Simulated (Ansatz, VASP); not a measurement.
Mg in VASP and in Ansatz

File INCAR:

```
SYSTEM = Mg
  ALGO = Normal
  EDIFF = 1E-7
  ENCUT = 520
  GGA = CA
  ISIF = 2
  ISMEAR = -1
  LASPH = .True.
  LCHARG = .False.
  LREAL = .False.
  LWAVE = .False.
  NBANDS = 9
  NELM = 60
  PREC = Accurate
  SIGMA = 0.1
```

File KPOINTS:

```
k-points
0
Gamma
  9 9 9
  0 0 0
```

POSCAR

```
Mg
1.0
    0.0000000000      3.3012656237      3.3012656237
    3.3012656237      0.0000000000      3.3012656237
    3.3012656237      3.3012656237      0.0000000000
Mg
2
Direct
    0.1250000000      0.1250000000      0.1250000000
    0.8750000000      0.8750000000      0.8750000000
```

Input for Ansatz:

```yaml
crystal:
  lattice:
    - [0.0, 3.3012656237, 3.3012656237]
    - [3.3012656237, 0.0, 3.3012656237]
    - [3.3012656237, 3.3012656237, 0.0]
  atoms:
    - { symbol: Mg, position: [0.125, 0.125, 0.125] }
    - { symbol: Mg, position: [0.875, 0.875, 0.875] }
hamiltonian:
  xc: lda
  pseudopotentials:
    kind: paw
    azcp:
      Mg: "pseudopotentials/Mg.paw.azcp"
basis:
  ecutwfc: 420
  fft_grid_basis: typed
kpoints:
  mp_grid: { grid: [9, 9, 9], shift: [0, 0, 0] }
magnetization:
  spin_polarized: false
scf:
  occupations: { method: fermi_dirac, width: 0.1 }
  lower_state_search: "off"
output:
  stress: true
```

Alike in both runs: task single point; functional LDA; k mesh 9 × 9 × 9; occupations fermi-dirac, width 0.1 eV; no spin polarisation.

```csv
,VASP,Ansatz
version,VASP 6.6.1,Ansatz 0.2.0
potentials or method,"VASP PAW LDA potentials, release 64 (Mg), cutoff 520 eV","plane waves (420 eV) with PAW, scalar-relativistic"
valence electrons in the cell,4,20
```

```tsv
	VASP	Ansatz	Ansatz less VASP
pressure (GPa)	0.5	0.6	+0.10
```

Ansatz warns that its potentials were made for another functional, while VASP's fit it. LDA's correlation is that of Perdew and Zunger in VASP and of Perdew and Wang (1992) in Ansatz. VASP's potentials hold 4 valence electrons a cell and Ansatz's 20, so a difference there can come from the potentials and not from the codes.
